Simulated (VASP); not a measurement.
Write the native input for VASP 6.6.1 that does the following.

```
Task                   : single point
Functional             : PBE
Potentials or basis    : VASP PAW PBE potentials, release 64 (Tl_d, Sn_d, Cl)
Cutoff                 : 520 eV
k mesh                 : 6 × 6 × 6
Occupations            : fermi-dirac, width 0.02 eV
Spin                   : no spin polarisation
Dipole correction      : no
Further INCAR settings : ALGO = Normal; EDIFF = 1e-07; NBANDS = 32
```

The structure of TlSnCl3 lies in POSCAR:

```
TlSnCl3
1.0
    5.6277073542      0.0000000000      0.0000000000
    0.0000000000      5.5173601512      0.0000000000
    0.0000000000      0.0000000000      5.5173601512
Tl Sn Cl
1 1 3
Direct
    0.0000000000      0.0000000000      0.0000000000
    0.5000000000      0.5000000000      0.5000000000
    0.5000000000      0.5000000000      0.0000000000
    0.5000000000      0.0000000000      0.5000000000
    0.0000000000      0.5000000000      0.5000000000
```

This cell differs from its parent crystal: uniaxial x strain +2.0%.

The input as run:

INCAR

```
SYSTEM = TlSnCl3
PREC = Accurate
ENCUT = 520
EDIFF = 1E-7
ISMEAR = -1
SIGMA = 0.02
LREAL = .FALSE.
LASPH = .TRUE.
NELM = 60
ALGO = Normal
ISIF = 2
LWAVE = .FALSE.
LCHARG = .FALSE.
GGA = PE
NBANDS = 32
```

KPOINTS

```
Automatic mesh
0
G
  6 6 6
  0 0 0
```

Potentials or basis: VASP PAW PBE potentials, release 64 (Tl_d, Sn_d, Cl).

The run is started by

```console
$ cat potpaw_PBE.64/Tl_d/POTCAR potpaw_PBE.64/Sn_d/POTCAR potpaw_PBE.64/Cl/POTCAR > POTCAR
$ mpirun -np 1 vasp_std > vasp.out
```

It gave:

```
Pressure               : 0.3 GPa
Band gap on the k mesh : 0.77 eV
```

Caveat: the cell differs from its parent crystal (uniaxial x strain +2.0%); spin-orbit coupling is left out, which moves the levels of the heavy elements.

Run time: 100 s on 1 thread of Intel(R) Xeon(R) 6975P-C (Granite Rapids) (shared host), peak memory 0.37 GiB.
